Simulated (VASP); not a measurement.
# TiC (I4/mmm) in VASP: single point with PBEsol

Aim: the single point of TiC with PBEsol.

All numbers are computed with VASP 6.6.1; they aren't measurements. Logs are shortened: lines on timing, memory, paths and dates and some standing lists are left out, and cuts for length are marked.

**1. The cell of the first run**

It takes space group I4/mmm (No. 139, tetragonal). The conventional cell has a = 3.106 Å, b = 3.106 Å, c = 4.198 Å, α = 90.00°, β = 90.00°, γ = 90.00°. Ti (site symmetry 4/mmm) has 6 C at 2.10 to 2.20 Å within 2.8 Å. C (site symmetry 4/mmm) has 6 Ti at 2.10 to 2.20 Å within 2.8 Å.

**2. Single point, PBEsol (strain +0.015 along x and y, -0.030 along z)**

Input file INCAR:

```
SYSTEM = TiC
PREC = Accurate
ENCUT = 520
EDIFF = 1E-6
ISMEAR = 0
SIGMA = 0.15
LREAL = .FALSE.
LASPH = .TRUE.
NELM = 100
ALGO = Normal
ISIF = 2
LWAVE = .FALSE.
LCHARG = .FALSE.
GGA = PS
NBANDS = 15
```

Input file KPOINTS:

```
regular mesh
0
G
  18 18 18
  0 0 0
```

Input file POSCAR:

```
TiC
1.0
    0.0000000000      2.1964600000      2.0990800000
    2.1964600000      0.0000000000      2.0990800000
    2.1964600000      2.1964600000      0.0000000000
Ti C
1 1
Direct
    0.0000000000      0.0000000000      0.0000000000
    0.5000000000      0.5000000000      0.5000000000
```

Potentials or basis: VASP PAW PBE potentials, release 64 (Ti_sv, C).

The run is started by

```console
$ cat potpaw_PBE.64/Ti_sv/POTCAR potpaw_PBE.64/C/POTCAR > POTCAR
$ mpirun -np 1 vasp_std > vasp.out
```

OUTCAR:

```text
SYSTEM = TiC
   PREC = Accurate
   ENCUT = 520
   EDIFF = 1E-6
   ISMEAR = 0
   LREAL = .FALSE.
   LASPH = .TRUE.
   NELM = 100
   ISIF = 2
   GGA = PS

 ion  position               nearest neighbor table
   1  0.000  0.000  0.000-   2 2.10   2 2.10   2 2.20   2 2.20   2 2.20   2 2.20
   2  0.500  0.500  0.500-   1 2.10   1 2.10   1 2.20   1 2.20   1 2.20   1 2.20

  LATTYP: Found a body centered tetragonal cell.
 ALAT       =     3.1062635212
 C/A-ratio  =     1.3515144389

  Lattice vectors:

 A1 = (   0.0000000000,  -2.1964600000,  -2.0990800000)
 A2 = (   0.0000000000,   2.1964600000,  -2.0990800000)
 A3 = (   2.1964600000,   0.0000000000,   2.0990800000)

Analysis of symmetry for initial positions (statically):
=====================================================================
 Subroutine PRICEL returns:
 Original cell was already a primitive cell.

 Routine SETGRP: Setting up the symmetry group for a
 body centered tetragonal supercell.

 Subroutine GETGRP returns: Found 16 space group operations
 (whereof 16 operations were pure point group operations)
 out of a pool of 16 trial point group operations.

The static configuration has the point symmetry D_4h.

Analysis of symmetry for dynamics (positions and initial velocities):
=====================================================================
 Subroutine PRICEL returns:
 Original cell was already a primitive cell.

 Routine SETGRP: Setting up the symmetry group for a
 body centered tetragonal supercell.

 Subroutine GETGRP returns: Found 16 space group operations
 (whereof 16 operations were pure point group operations)
 out of a pool of 16 trial point group operations.

The dynamic configuration has the point symmetry D_4h.

 Subroutine INISYM returns: Found 16 space group operations
 (whereof 16 operations are pure point group operations),
 and found     1 'primitive' translations

----------------------------------------------------------------------------------------

                                     Primitive cell

  volume of cell :      20.2538

  direct lattice vectors                    reciprocal lattice vectors
     0.000000000  2.196460000  2.099080000    -0.227639019  0.227639019  0.238199592
     2.196460000  0.000000000  2.099080000     0.227639019 -0.227639019  0.238199592
     2.196460000  2.196460000  0.000000000     0.227639019  0.227639019 -0.238199592

  length of vectors
     3.038185870  3.038185870  3.106263521     0.400472336  0.400472336  0.400472336

  position of ions in fractional coordinates (direct lattice)
[... 90 lines left out ...]
   NELECT =      16.0000    total number of electrons
   NUPDOWN=      -1.0000    fix difference up-down
   EMIN   =  10.00;   EMAX   =-10.00  energy-range for DOS
   EFERMI =   0.00;   METHOD = LEGACY
   ISMEAR =     0;   SIGMA  =   0.15  broadening in eV -4-tet -1-fermi 0-gaus
   EFERMI_NEDOS =   21; number of points for ismear=-14 and -15
   IALGO  =     38    algorithm
   IMIX   =      4    mixing-type and parameters
     AMIX     =   0.40;   BMIX     =  1.00
     AMIX_MAG =   1.60;   BMIX_MAG =  1.00
  volume/ion in A,a.u.               =      10.13        68.34
  Fermi-wavevector in a.u.,A,eV,Ry     =   1.513374  2.859862 31.161439  2.290301
  Thomas-Fermi vector in A             =   2.623174
   LORBIT       =      0    0 simple, 1 ext, 2 COOP (PROOUT), +10 PAW based schemes
   GGA     = PS    functional components
   LHFCALC =     F    Hartree Fock is set to
   AEXX    =    0.0000 exact exchange contribution
   IVDW    =     0    specifies the selected vdW correction
   LEPSILON=     F    determine dielectric tensor
   LRPA    =     F    only Hartree local field effects (RPA)
 non-spin polarized calculation
 Gauss-broadening in eV      SIGMA  =   0.15
  energy-cutoff  :      520.00
  volume of cell :       20.25
 maximum number of plane-waves:       560
   NGX = 11   NGY = 11   NGZ = 11

 number of electron      15.9999998 magnetization

 Free energy of the ion-electron system (eV)
  ---------------------------------------------------
  ext. energy  EPLUGINS =         0.00000000
  ---------------------------------------------------
  free energy    TOTEN  =       -19.76034443 eV

  energy without entropy =      -19.75696738  energy(sigma->0) =      -19.75865590

 E-fermi :   9.3413     XC(G=0): -12.8721

 val. band max:        9.3395353550   @ k =   0.3333  -0.0000   0.2778
 cond. band min:       9.3639733388   @ k =  -0.0556   0.0000   0.0556
 fundamental gap:      0.0244379838
 Fermi energy:         9.3413210365

 k-point     1 :       0.0000    0.0000    0.0000
  band No.  band energies     occupation
      1     -46.9749      2.00000
      2     -23.1191      2.00000
      3     -23.1191      2.00000
      4     -23.0660      2.00000
      5      -3.0453      2.00000
      6       9.9010      0.00000
      7       9.9010      0.00000
      8      10.2329      0.00000
      9      10.9019      0.00000
     10      10.9866      0.00000
     11      10.9866      0.00000
     12      11.1672      0.00000
     13      11.1889      0.00000
     14      19.9178      0.00000
[... 401 lines left out ...]
      2     -23.3483      2.00000
      3     -23.1447      2.00000
      4     -23.1135      2.00000
      5      -1.7990      2.00000
      6       6.6932      2.00000
      7       7.5532      2.00000
      8       7.9416      2.00000
      9      10.8064      0.00000
     10      11.2916      0.00000
     11      12.2188      0.00000
     12      14.7758      0.00000
     13      15.3119      0.00000
     14      20.5953      0.00000
     15      23.6538      0.00000

 [... further k-points ...]

------------------------ aborting loop because EDIFF is reached ----------------------------------------

  FORCE on cell =-STRESS in cart. coord.  units (eV):
  Direction    XX          YY          ZZ          XY          YZ          ZX
  --------------------------------------------------------------------------------------
  -------------------------------------------------------------------------------------
  Total       -1.4043326     -1.4043326      1.0127438      0.0000000     -0.0000000     -0.0000000
  in kB     -111.0900035   -111.0900035     80.1132976      0.0000000     -0.0000000     -0.0000000
  external PRESSURE =     -47.3555698 kB  Pullay stress =       0.0000000 kB

 VOLUME and BASIS-vectors are now :
 -----------------------------------------------------------------------------
  energy-cutoff  :      520.00
  volume of cell :       20.25
      direct lattice vectors                 reciprocal lattice vectors
     0.000000000  2.196460000  2.099080000    -0.227639019  0.227639019  0.238199592
     2.196460000  0.000000000  2.099080000     0.227639019 -0.227639019  0.238199592
     2.196460000  2.196460000  0.000000000     0.227639019  0.227639019 -0.238199592

 POSITION                                       TOTAL-FORCE (eV/Angst)
 -----------------------------------------------------------------------------------
      0.00000      0.00000      0.00000         0.000000      0.000000      0.000000
      2.19646      2.19646      2.09908        -0.000000     -0.000000     -0.000000
 -----------------------------------------------------------------------------------
    total drift:                                0.000000     -0.000000     -0.000000

  FREE ENERGIE OF THE ION-ELECTRON SYSTEM (eV)
  ---------------------------------------------------
  free  energy   TOTEN  =       -19.7603444264 eV

  energy  without entropy=      -19.7569673787  energy(sigma->0) =      -19.75865590
```

stdout:

```text
POSCAR found type information on POSCAR TiC
 POSCAR found :  2 types and       2 ions
 scaLAPACK will be used
 -----------------------------------------------------------------------------
|                                                                             |
|                                                                             |
|     You enforced a specific xc type in the INCAR file but a different       |
|     I HOPE YOU KNOW WHAT YOU ARE DOING!                                     |
|                                                                             |
 -----------------------------------------------------------------------------

 LDA part: xc-table for (Slater+PW92), standard interpolation
 POSCAR, INCAR and KPOINTS ok, starting setup
 FFT: planning ... GRIDC
 FFT: planning ... GRID_SOFT
 FFT: planning ... GRID
 WAVECAR not read
 entering main loop
```

It took 2.8 min on 1 thread of Intel Xeon 8259CL, shared host; peak memory 0.26 GiB.

What came out:

```
Free energy            : -19.7603 eV
Pressure               : -4.7 GPa
Band gap on the k mesh : zero (bands 8 and 9 overlap by 1.61 eV)
```

Caveat: the cell differs from its parent crystal (strain +0.015 along x and y, -0.030 along z); the stress differs along the axes, from -11 to 8 GPa; the PAW data sets were made with another functional, which shifts forces and pressure a little.

The gap in the log of VASP goes by the Fermi energy; the results here count the filled bands.